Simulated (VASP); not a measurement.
Here is a VASP 6.6.1 calculation.

The input POSCAR:

```
C
1.0
    0.0000000000      2.2912412928      2.8852189369
    1.3228228997      0.0000000000      2.8852189369
    1.3228228997      2.2912412928      0.0000000000
C
2
Direct
    0.1666700000      0.8333300000      0.1666700000
    0.8333300000      0.1666700000      0.8333300000
```

File INCAR.step1:

```
ALGO = Normal ; EDIFF = 1E-4
ENCUT = 520 ; GGA = PE
ISMEAR = 0 ; LASPH = T
LCHARG = F ; LREAL = F
LWAVE = T ; NBANDS = 11
NELM = 80 ; PREC = Accurate
SIGMA = 0.05
```

File INCAR.step2:

```
ALGO = Normal ; EDIFF = 1E-6
ENCUT = 520 ; ISIF = 2
ISMEAR = 0 ; ISTART = 1
LASPH = T ; LCHARG = F
LMIXTAU = T ; LREAL = F
LWAVE = F ; METAGGA = R2SCAN
NBANDS = 11 ; NELM = 80
PREC = Accurate ; SIGMA = 0.05
```

The input KPOINTS:

```
k-points
0
Gamma
  14 14 14
```

Potentials or basis: VASP PAW PBE potentials, release 64 (C).

Launch:

```sh
$ cat potpaw_PBE.64/C/POTCAR > POTCAR
$ cp INCAR.step1 INCAR
$ mpirun -np 1 vasp_std > vasp.out
$ cp INCAR.step2 INCAR
$ mpirun -np 1 vasp_std > vasp.out
```

Problem. Predict the largest force.

Solution. 0.027 eV/Å.

Problem. What does it give for the band gap on the k mesh?

Solution. Zero (band 4 reaches 5.10 eV, above the bottom of band 5 at 4.66 eV).

Forces on the atoms (eV/Å):
```
C    0.000 -0.027  0.000
C    0.000  0.027  0.000
```

Caveat: the PAW data sets were made with another functional, which shifts forces and pressure a little.
